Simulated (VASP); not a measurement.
# Be (P6/mmm) in VASP: notebook

Runs on Be. Level: PBEsol. Tasks: single point.

Program: VASP 6.6.1. These are calculated values, not measurements. Logs are shortened: lines on timing, memory, paths and dates and some standing lists are left out, and cuts for length are marked.

## Step 1: The cell of the first run

Symmetry: P6/mmm, No. 191, hexagonal system. Conventional cell: a = 1.606 Å, b = 1.606 Å, c = 1.477 Å, α = 90.00°, β = 90.00°, γ = 120.00°. Be (site symmetry 6/mmm) has 8 Be at 1.48 to 1.61 Å within 2.0 Å.

## Step 2: Single point, PBEsol

INCAR reads:

```
SYSTEM = Be
ALGO = Normal ; EDIFF = 1E-7
ENCUT = 520 ; GGA = PS
ISIF = 2 ; ISMEAR = -1
LASPH = .TRUE. ; LCHARG = .FALSE.
LREAL = .FALSE. ; LWAVE = .FALSE.
NBANDS = 7 ; NELM = 60
PREC = Accurate ; SIGMA = 0.05
```

KPOINTS reads:

```
k-points
0
G
  27 27 25
  0 0 0
```

POSCAR reads:

```
Be
1.0
    1.6059334516      0.0000000000      0.0000000000
   -0.8029667258      1.3907791659      0.0000000000
    0.0000000000      0.0000000000      1.4773341253
Be
1
Direct
    0.0000000000      0.0000000000      0.0000000000
```

Potentials or basis: VASP PAW PBE potentials, release 64 (Be).

On the command line:

```sh
> cat potpaw_PBE.64/Be/POTCAR > POTCAR
> mpirun -np 1 vasp_std > vasp.out
```

OUTCAR:

```text
SYSTEM = Be
   EDIFF = 1E-7
   ENCUT = 520
   GGA = PS
   ISIF = 2
   ISMEAR = -1
   LASPH = .TRUE.
   LREAL = .FALSE.
   NELM = 60
   PREC = Accurate

 ion  position               nearest neighbor table
   1  0.000  0.000  0.000-

  LATTYP: Found a hexagonal cell.
 ALAT       =     1.6059334516
 C/A-ratio  =     0.9199223815

  Lattice vectors:

 A1 = (   1.6059334516,   0.0000000000,   0.0000000000)
 A2 = (  -0.8029667258,   1.3907791659,   0.0000000000)
 A3 = (   0.0000000000,   0.0000000000,   1.4773341253)

Analysis of symmetry for initial positions (statically):
=====================================================================
 Subroutine PRICEL returns:
 Original cell was already a primitive cell.

 Routine SETGRP: Setting up the symmetry group for a
 hexagonal supercell.

 Subroutine GETGRP returns: Found 24 space group operations
 (whereof 24 operations were pure point group operations)
 out of a pool of 24 trial point group operations.

The static configuration has the point symmetry D_6h.

Analysis of symmetry for dynamics (positions and initial velocities):
=====================================================================
 Subroutine PRICEL returns:
 Original cell was already a primitive cell.

 Routine SETGRP: Setting up the symmetry group for a
 hexagonal supercell.

 Subroutine GETGRP returns: Found 24 space group operations
 (whereof 24 operations were pure point group operations)
 out of a pool of 24 trial point group operations.

The dynamic configuration has the point symmetry D_6h.

 Subroutine INISYM returns: Found 24 space group operations
 (whereof 24 operations are pure point group operations),
 and found     1 'primitive' translations

----------------------------------------------------------------------------------------

                                     Primitive cell

  volume of cell :       3.2996

  direct lattice vectors                    reciprocal lattice vectors
     1.605933452  0.000000000  0.000000000     0.622690809  0.359510706  0.000000000
    -0.802966726  1.390779166  0.000000000     0.000000000  0.719021412  0.000000000
     0.000000000  0.000000000  1.477334125     0.000000000  0.000000000  0.676894944

  length of vectors
     1.605933452  1.605933452  1.477334125     0.719021412  0.719021412  0.676894944

  position of ions in fractional coordinates (direct lattice)
     0.000000000  0.000000000  0.000000000

  ion indices of the primitive-cell ions
   primitive index   ion index
                 1           1

----------------------------------------------------------------------------------------

 KPOINTS: k-points

Automatic generation of k-mesh.
 Grid dimensions read from file:
 generate k-points for:   27   27   25

 Generating k-lattice:

  Cartesian coordinates                     Fractional coordinates (reciprocal lattice)
     0.023062623  0.013315211  0.000000000     0.037037037 -0.000000000  0.000000000
     0.000000000  0.026630423  0.000000000     0.000000000  0.037037037  0.000000000
     0.000000000  0.000000000  0.027075798     0.000000000  0.000000000  0.040000000

  Length of vectors
     0.026630423  0.026630423  0.027075798

  Shift w.r.t. Gamma in fractional coordinates (k-lattice)
     0.000000000  0.000000000  0.000000000

 Subroutine IBZKPT returns following result:
 ===========================================

 Found    975 irreducible k-points:

 Following reciprocal coordinates:
            Coordinates               Weight
  0.000000  0.000000  0.000000      1.000000
  0.037037 -0.000000  0.000000      6.000000
  0.074074 -0.000000  0.000000      6.000000
  0.111111 -0.000000  0.000000      6.000000
  0.148148 -0.000000  0.000000      6.000000
  0.185185  0.000000  0.000000      6.000000
[... 16 lines left out ...]
  0.333333  0.037037  0.000000     12.000000
  0.370370  0.037037  0.000000     12.000000
 [... further k-points ...]
   k-points           NKPTS =    975   k-points in BZ     NKDIM =    975   number of bands    NBANDS=      7
   number of dos      NEDOS =    301   number of ions     NIONS =      1
   total plane-waves  NPLWV =   1728
   dimension x,y,z NGX =    12 NGY =   12 NGZ =   12
   dimension x,y,z NGXF=    24 NGYF=   24 NGZF=   24
   ions per type =               1
   NGX,Y,Z   is equivalent  to a cutoff of  12.42, 12.42, 13.50 a.u.
   NGXF,Y,Z  is equivalent  to a cutoff of  24.84, 24.84, 27.01 a.u.
 SYSTEM =  Be
   PREC   = accura    normal or accurate (medium, high low for compatibility)
   ISTART =      0    job   : 0-new  1-cont  2-samecut
   ICHARG =      2    charge: 1-file 2-atom 10-const
   ISPIN  =      1    spin polarized calculation?
   LNONCOLLINEAR =      F non collinear calculations
   LSORBIT =      F    spin-orbit coupling
   LASPH  =      T    aspherical Exc in radial PAW
   ENCUT  =  520.0 eV  38.22 Ry    6.18 a.u.   2.99  2.99  2.75*2*pi/ulx,y,z
   NELM   =     60;   NELMIN=  2; NELMDL= -5     # of ELM steps
   EDIFF  = 0.1E-06   stopping-criterion for ELM
   LREAL  =      F    real-space projection
   EDIFFG = 0.1E-05   stopping-criterion for IOM
   NSW    =      0    number of steps for IOM
   IBRION =     -1    ionic relax: 0-MD 1-quasi-New 2-CG
   NFREE  =      0    steps in history (QN), initial steepest desc. (CG)
   ISIF   =      2    stress and relaxation
   ISYM   =      2    0-nonsym 1-usesym 2-fastsym
   POTIM  = 0.5000    time-step for ionic-motion
   TEBEG  =    0.0;   TEEND  =   0.0 temperature during run
   PSTRESS=    0.0 pullay stress
   NELECT =       2.0000    total number of electrons
   NUPDOWN=      -1.0000    fix difference up-down
   EMIN   =  10.00;   EMAX   =-10.00  energy-range for DOS
   EFERMI =   0.00;   METHOD = LEGACY
   ISMEAR =    -1;   SIGMA  =   0.05  broadening in eV -4-tet -1-fermi 0-gaus
   EFERMI_NEDOS =   21; number of points for ismear=-14 and -15
   IALGO  =     38    algorithm
   IMIX   =      4    mixing-type and parameters
     AMIX     =   0.40;   BMIX     =  1.00
     AMIX_MAG =   1.60;   BMIX_MAG =  1.00
  volume/ion in A,a.u.               =       3.30        22.27
  Fermi-wavevector in a.u.,A,eV,Ry     =   1.385469  2.618156 26.116698  1.919523
  Thomas-Fermi vector in A             =   2.509876
   LORBIT       =      0    0 simple, 1 ext, 2 COOP (PROOUT), +10 PAW based schemes
   GGA     = PS    functional components
   LHFCALC =     F    Hartree Fock is set to
   AEXX    =    0.0000 exact exchange contribution
   IVDW    =     0    specifies the selected vdW correction
   LEPSILON=     F    determine dielectric tensor
   LRPA    =     F    only Hartree local field effects (RPA)
 non-spin polarized calculation
  energy-cutoff  :      520.00
  volume of cell :        3.30
 maximum number of plane-waves:        99
 NGX is ok and might be reduce to    12
   NGX =  5   NGY =  5   NGZ =  5

 number of electron       2.0000000 magnetization

 Free energy of the ion-electron system (eV)
  ---------------------------------------------------
  ext. energy  EPLUGINS =         0.00000000
  ---------------------------------------------------
  free energy    TOTEN  =         0.77605078 eV

  energy without entropy =        0.77640605  energy(sigma->0) =        0.77622841

 E-fermi :  19.1377     XC(G=0): -13.8897

 val. band max:       19.0990169509   @ k =   0.4444   0.1111   0.4400
 cond. band min:      19.1733427224   @ k =   0.3704   0.1852   0.0400
 fundamental gap:      0.0743257715
 Fermi energy:        19.1376623585

 k-point     1 :       0.0000    0.0000    0.0000
  band No.  band energies     occupation
      1       1.2085      2.00000
      2      48.8057      0.00000
      3      52.5091      0.00000
      4      52.5091      0.00000
      5      57.7424      0.00000
      6      66.6823      0.00000
      7      66.6823      0.00000

 k-point     2 :       0.0370   -0.0000    0.0000
  band No.  band energies     occupation
      1       1.2495      2.00000
      2      48.9009      0.00000
      3      51.4243      0.00000
      4      52.0534      0.00000
      5      58.4581      0.00000
      6      64.5273      0.00000
      7      67.3466      0.00000

 k-point     3 :       0.0741   -0.0000    0.0000
  band No.  band energies     occupation
      1       1.3728      2.00000
      2      49.0456      0.00000
      3      49.1861      0.00000
      4      50.8909      0.00000
      5      59.0040      0.00000
      6      63.0610      0.00000
      7      69.1344      0.00000

 k-point     4 :       0.1111   -0.0000    0.0000
  band No.  band energies     occupation
      1       1.5792      2.00000
      2      46.1042      0.00000
      3      49.3800      0.00000
      4      49.6592      0.00000
      5      57.8128      0.00000
      6      64.2885      0.00000
      7      71.6857      0.00000

 k-point     5 :       0.1481   -0.0000    0.0000
  band No.  band energies     occupation
      1       1.8694      2.00000
      2      42.8967      0.00000
      3      47.7711      0.00000
      4      50.3169      0.00000
      5      56.4076      0.00000
      6      66.5048      0.00000
      7      74.7470      0.00000
[... 161 lines left out ...]
 k-point    22 :       0.2963    0.0370    0.0000
  band No.  band energies     occupation
      1       4.2127      2.00000
      2      29.1430      0.00000
      3      41.1663      0.00000
      4      54.6866      0.00000
      5      55.3845      0.00000
      6      75.8630      0.00000
      7      85.8030      0.00000

 k-point    23 :       0.3333    0.0370    0.0000
  band No.  band energies     occupation
      1       4.8895      2.00000
      2      26.7392      0.00000
      3      40.3519      0.00000
      4      54.6291      0.00000
      5      56.8172      0.00000
      6      76.3179      0.00000
      7      84.4095      0.00000

 k-point    24 :       0.3704    0.0370    0.0000
  band No.  band energies     occupation
      1       5.5593      2.00000
      2      24.7077      0.00000
      3      39.7124      0.00000
      4      54.6738      0.00000
      5      58.2497      0.00000
      6      76.0347      0.00000
      7      81.6563      0.00000

 [... further k-points ...]

------------------------ aborting loop because EDIFF is reached ----------------------------------------

  FORCE on cell =-STRESS in cart. coord.  units (eV):
  Direction    XX          YY          ZZ          XY          YZ          ZX
  --------------------------------------------------------------------------------------
  -------------------------------------------------------------------------------------
  Total        9.8067006      9.8067006      9.8360106      0.0000000     -0.0000000      0.0000000
  in kB     4761.7769539   4761.7769541   4776.0088103      0.0000000     -0.0000000      0.0000000
  external PRESSURE =    4766.5209061 kB  Pullay stress =       0.0000000 kB

 VOLUME and BASIS-vectors are now :
 -----------------------------------------------------------------------------
  energy-cutoff  :      520.00
  volume of cell :        3.30
      direct lattice vectors                 reciprocal lattice vectors
     1.605933452  0.000000000  0.000000000     0.622690809  0.359510706  0.000000000
    -0.802966726  1.390779166  0.000000000     0.000000000  0.719021412  0.000000000
     0.000000000  0.000000000  1.477334125     0.000000000  0.000000000  0.676894944

 POSITION                                       TOTAL-FORCE (eV/Angst)
 -----------------------------------------------------------------------------------
      0.00000      0.00000      0.00000         0.000000      0.000000      0.000000
 -----------------------------------------------------------------------------------
    total drift:                                0.000000     -0.000000     -0.000000

  FREE ENERGIE OF THE ION-ELECTRON SYSTEM (eV)
  ---------------------------------------------------
  free  energy   TOTEN  =         0.7760507754 eV

  energy  without entropy=        0.7764060517  energy(sigma->0) =        0.77622841
```

Run time: 12 s. Hardware: 1 thread of AMD EPYC 7R13 (Zen 3), shared host; peak memory 0.09 GiB.

What came out:

- Free energy: 0.7761 eV
- Pressure: 476.7 GPa
- Band gap on the k mesh: zero (band 1 reaches 24.50 eV, above the bottom of band 2 at 13.04 eV)

Levels at points of the mesh, in eV from the Fermi level:
```tsv
k point	band 1	band 2	band 3	band 4	band 5
(0.00, 0.00, 0.00)	-17.93	29.67	33.37	33.37	38.60
```

Caveat: the PAW data sets were made with another functional, which shifts forces and pressure a little.

## Step 3: Single point, PBEsol

INCAR reads:

```
PREC = Accurate
ENCUT = 520
EDIFF = 1E-6
ISMEAR = -1
SIGMA = 0.05
LREAL = False
LASPH = True
NELM = 100
ALGO = Normal
ISIF = 2
LWAVE = False
LCHARG = False
GGA = PS
NBANDS = 7
```

KPOINTS reads:

```
Automatic mesh
0
Gamma
  27 27 25
```

POSCAR reads:

```
Be
1.0
    1.6054098234      0.0000000000      0.0000000000
   -0.8027049117      1.3903256905      0.0000000000
    0.0000000000      0.0000000000      1.4772415103
Be
1
Direct
    0.0000000000      0.0000000000      0.0000000000
```

Potentials or basis: VASP PAW PBE potentials, release 64 (Be).

On the command line:

```sh
> cat potpaw_PBE.64/Be/POTCAR > POTCAR
> mpirun -np 1 vasp_std > vasp.out
```

Wall time 11 s (1 thread of AMD EPYC 7R13 (Zen 3), shared host); peak memory 0.09 GiB.

The run converged. Its results:

- Free energy: 0.7831 eV
- Pressure: 477.6 GPa
- Band gap on the k mesh: zero (band 1 reaches 24.51 eV, above the bottom of band 2 at 13.05 eV)

Stress tensor (GPa, compression positive):
```
477.40   0.00   0.00
  0.00 477.40   0.00
  0.00   0.00 477.91
```

Levels at points of the mesh, in eV from the Fermi level:
```tsv
k point	band 1	band 2	band 3	band 4
(0.00, 0.00, 0.00)	-17.93	29.66	33.40	33.40
```

Caveat: the PAW data sets were made with another functional, which shifts forces and pressure a little.
